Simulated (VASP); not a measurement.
Input of a VASP 6.6.1 run:

INCAR

```
ALGO     = Normal         # electronic algorithm
EDIFF    = 1E-7           # SCF threshold, eV
ENCUT    = 520            # plane-wave cutoff, eV
GGA      = PS             # functional
ISIF     = 2              # what is computed and relaxed
ISMEAR   = -1             # smearing method
LASPH    = True           # aspherical terms in the spheres
LCHARG   = True           # write CHGCAR
LELF     = True           # ELF
LREAL    = False          # projectors in reciprocal space
LVHAR    = True         
LWAVE    = False          # write WAVECAR
NBANDS   = 17             # bands
NELM     = 60             # most SCF steps
PREC     = Accurate       # precision mode
SIGMA    = 0.05           # smearing width, eV
```

The input KPOINTS:

```
k-points
0
Gamma
  7 7 7
```

File POSCAR:

```
SnTe
1.0
    3.9560835241      0.0000000000      0.0000000000
    0.0000000000      3.9560835241      0.0000000000
    0.0000000000      0.0000000000      3.9560835241
Te Sn
1 1
Direct
    0.5000000000      0.5000000000      0.5000000000
    0.0000000000      0.0000000000      0.0000000000
```

Potentials or basis: VASP PAW PBE potentials, release 64 (Te, Sn_d).

Run with:

```bash
$ cat potpaw_PBE.64/Te/POTCAR potpaw_PBE.64/Sn_d/POTCAR > POTCAR
$ mpirun -np 1 vasp_std > vasp.out
```

Question: What does it give for the band gap on the k mesh?

Answer: Zero (band 10 reaches 6.62 eV, above the bottom of band 11 at 5.64 eV).

Question: Predict the pressure.

Answer: -4.8 GPa.

Caveat: the PAW data sets were made with another functional, which shifts forces and pressure a little; spin-orbit coupling is left out, which moves the levels of the heavy elements.
